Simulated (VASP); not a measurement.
Set up this calculation in VASP 6.6.1, as the native input.

```yaml
Task: single point
Functional: LDA
Potentials_or_basis: VASP PAW LDA potentials, release 64 (Co_sv, O)
Cutoff: 600 eV
k_mesh: 11 × 11 × 11
Occupations: fermi-dirac, width 0.05 eV
Spin: collinear spin, ferromagnetic start
Starting_moments: "[2.0, 0.0] μB"
Dipole_correction: no
Second_run: valence_matched
Further_INCAR_settings: ALGO = Normal; EDIFF = 1e-06; NBANDS = 22
```

The structure of CoO lies in POSCAR:

```
CoO
1.0
    0.0000000000      2.1733047310      2.1733047310
    2.1733047310      0.0000000000      2.1733047310
    2.1733047310      2.1733047310      0.0000000000
Co O
1 1
Direct
    0.0000000000      0.0000000000      0.0000000000
    0.5000000000      0.5000000000      0.5000000000
```

The input as run:

INCAR

```
ALGO = Normal
EDIFF = 1E-6
ENCUT = 600
GGA = CA
GGA_COMPAT = F
ISIF = 2
ISMEAR = -1
ISPIN = 2
LASPH = T
LCHARG = F
LMAXMIX = 4
LORBIT = 11
LREAL = F
LWAVE = F
MAGMOM = 2 0
NBANDS = 22
NELM = 200
PREC = Accurate
SIGMA = 0.05
```

KPOINTS

```
k-points
0
Gamma
  11 11 11
```

Potentials or basis: VASP PAW LDA potentials, release 64 (Co_sv, O).

The run is started by

```sh
$ cat potpaw_LDA.64/Co_sv/POTCAR potpaw_LDA.64/O/POTCAR > POTCAR
$ mpirun -np 1 vasp_std > vasp.out
```

It gave:

| Property | Result |
| --- | --- |
| Pressure | -28.3 GPa |
| Net moment | 2.94 μB per cell |
| Site moments | Co +2.49; O +0.33 μB |
| Valence electrons inside the program's atomic spheres | Co 14.85; O 4.90 |

Caveat: a cell with one magnetic atom can't hold antiferromagnetic order, which such compounds often take.

Wall time 100 s on 1 thread of Intel(R) Xeon(R) Platinum 8259CL CPU @ 2.50GHz (Skylake/Cascade Lake), with other jobs on the host, peak memory 0.17 GiB.
